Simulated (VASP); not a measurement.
Set up this calculation in VASP 6.6.1, as the native input.

- Task: relaxation of cell and atoms
- Functional: pbe exchange, lda correlation
- Potentials or basis: VASP PAW PBE potentials, release 64 (Ca_sv)
- Cutoff: 500 eV
- k mesh: 6 × 6 × 6, shifted
- Occupations: fermi-dirac, width 0.01 eV
- Spin: non-collinear spin, typed start
- Starting moments: [[0.289, 0.289, 0.289]] μB
- Dipole correction: no
- Further INCAR settings: ALGO = Normal; EDIFF = 1e-07; ISYM = -1; IBRION = 2; EDIFFG = -0.02; NSW = 80; ISIF = 3

The structure of Ca lies in POSCAR:

```
Ca
1.0
    0.0000000000      2.7942000000      2.7942000000
    2.7942000000      0.0000000000      2.7942000000
    2.7942000000      2.7942000000      0.0000000000
Ca
1
Direct
    0.0000000000      0.0000000000      0.0000000000
```

These files were run (other wordings do the same):

INCAR

```
PREC = Accurate
ENCUT = 500
EDIFF = 1E-7
ISMEAR = -1
SIGMA = 0.01
LREAL = False
LASPH = True
NELM = 200
ALGO = Normal
ISIF = 3
LWAVE = False
LCHARG = False
LNONCOLLINEAR = True
MAGMOM = 0.289 0.289 0.289
LORBIT = 11
GGA = LIBXC
LIBXC1 = GGA_X_PBE
LIBXC2 = LDA_C_PW
IBRION = 2
NSW = 80
EDIFFG = -0.02
ISYM = -1
GGA_COMPAT = False
NELMIN = 4
KPAR = 4
```

KPOINTS

```
Automatic mesh
0
Gamma
  6 6 6
  0.5 0.5 0.5
```

Potentials or basis: VASP PAW PBE potentials, release 64 (Ca_sv).

Run with:

```sh
$ cat potpaw_PBE.64/Ca_sv/POTCAR > POTCAR
$ mpirun -np 4 vasp_ncl > vasp.out
```

It gave:

The pressure after relaxing is 0.0 GPa and the band gap on the k mesh is zero (bands 10 and 11 overlap by 0.25 eV). The net moment is 0.17 μB per cell and the valence electrons inside the program's atomic spheres are Ca 8.09.

Caveat: a moment this small can come from the mesh or the smearing; the PAW data sets were made with another functional, which shifts forces and pressure a little.

Wall time 92 s on 4 MPI ranks on Intel(R) Xeon(R) 6975P-C (Granite Rapids), with other jobs on the host, peak memory 0.42 GiB a rank.
